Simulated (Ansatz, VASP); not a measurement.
## SnO: VASP beside Ansatz

```xyz
4
Lattice="4.0893 0.0000 0.0000 -2.0447 3.5415 0.0000 0.0000 0.0000 5.1241" Properties=species:S:1:pos:R:3 pbc="T T T"
Sn    0.0000    2.3610    1.2810
Sn    2.0447    1.1805    3.8431
O     2.0447    1.1805    1.2810
O     0.0000    2.3610    3.8431
```

Alike in both runs: task single point; functional PBE; k mesh 6 × 6 × 4; no spin polarisation.

```csv
,VASP,Ansatz
version,VASP 6.6.1,Ansatz 0.2.0
potentials or method,"VASP PAW PBE potentials, release 64 (Sn_d, O)","plane waves, PAW"
plane-wave cutoff (eV),520,420
occupations,"gaussian, width 0.01 eV",fixed
valence electrons in the cell,40,40
```

|  | VASP | Ansatz | Ansatz less VASP |
| --- | --- | --- | --- |
| gap on the k mesh at the Fermi level (eV) | 0.34 | 0.34 | +0.004 |
| pressure (GPa) | 5.0 | 5.0 | -0.01 |
| traceless stress, the component that is largest in VASP (GPa) | -0.22 | -0.17 | +0.048 |
